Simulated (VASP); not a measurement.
Crystal: NiO.

```
CELL_PARAMETERS angstrom
0.00000 2.09131 2.09131
2.09131 0.00000 2.09131
2.09131 2.09131 0.00000
ATOMIC_POSITIONS crystal
Ni 0.00000 0.00000 0.00000
O 0.50000 0.50000 0.50000
```

Base run:

```yaml
Program: VASP 6.6.1
Functional: PBE
Potentials_or_basis: VASP PAW PBE potentials, release 64 (Ni, O)
Cutoff: 520 eV
k_mesh: 11 × 11 × 11
Occupations: fermi-dirac, width 0.05 eV
Spin: collinear spin, ferromagnetic start
Starting_moments: "[1.0, 0.0] μB"
Hubbard_terms: Ni d U = 1.0 eV
```

Its results: band gap on the k mesh zero (filled and empty bands overlap); pressure 5.9 GPa; net moment 1.97 μB per cell; site moments Ni +1.63; O +0.30 μB.

Q: After a change of settings the same cell gave: band gap on the k mesh 0.89 eV (least direct gap 1.70 eV); pressure 5.0 GPa; net moment 2.00 μB per cell; site moments Ni +1.72; O +0.25 μB. Which change was it?
A. hubbard terms from Ni d U = 1.0 eV to Ni d U = 3.0 eV
B. hubbard terms from Ni d U = 1.0 eV to Ni d U = 4.0 eV
C. hubbard terms from Ni d U = 1.0 eV to Ni d U = 2.0 eV; further incar settings from ALGO = Normal; EDIFF = 1e-06; NBANDS = 19 to ALGO = Normal; EDIFF = 1e-07; NBANDS = 19

A: A.

Caveats: the cell stands under pressure; a cell with one magnetic atom can't hold antiferromagnetic order, which such compounds often take; an odd mesh through Γ misses points on the zone boundary, where band edges can lie (at least some runs).
